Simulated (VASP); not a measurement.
A run of VASP 6.6.1 is set up as follows.

Contents of INCAR:

```
SYSTEM = PbS
PREC = Accurate
ENCUT = 600
EDIFF = 1E-6
ISMEAR = 0
SIGMA = 0.02
LREAL = .False.
LASPH = .True.
NELM = 100
ALGO = Normal
ISIF = 3
LWAVE = .False.
LCHARG = .False.
GGA = PE
IBRION = 2
NSW = 100
EDIFFG = -0.01
```

Contents of KPOINTS:

```
regular mesh
0
Gamma
  10 10 10
  0 0 0
```

Contents of POSCAR:

```
PbS
1.0
   -2.1351408460      2.1351408460      2.9671048819
    2.1351408460     -2.1351408460      2.9671048819
    2.1351408460      2.1351408460     -2.9671048819
Pb S
1 1
Direct
    0.5000000000      0.5000000000      0.0000000000
    0.0000000000      0.0000000000      0.0000000000
```

Potentials or basis: VASP PAW PBE potentials, release 64 (Pb_d, S).

The run is started by

```sh
$ cat potpaw_PBE.64/Pb_d/POTCAR potpaw_PBE.64/S/POTCAR > POTCAR
$ mpirun -np 1 vasp_std > vasp.out
```

Question: Predict the space group after relaxing (to 0.1 Å).

Answer: Fm-3m (No. 225).

Question: What does it give for the band gap on the k mesh?

Answer: 0.50 eV.

Question: Predict the relaxed cell.

Answer: a = 4.248 Å, b = 4.248 Å, c = 4.248 Å, α = 120.01°, β = 120.01°, γ = 89.98°.

Question: Estimate the relaxed volume.

Answer: 27.10 Å³/atom.

Final structure:
```yaml
crystal:
  lattice:
    - [-2.12361, 2.12361, 3.00445]
    - [2.12361, -2.12361, 3.00445]
    - [2.12361, 2.12361, -3.00445]
  atoms:
    - { symbol: Pb, position: [0.50000, 0.50000, 0.00000] }
    - { symbol: S, position: [0.00000, 0.00000, 0.00000] }
```

Caveat: spin-orbit coupling is left out, which moves the levels of the heavy elements. A k mesh can miss the band edges.
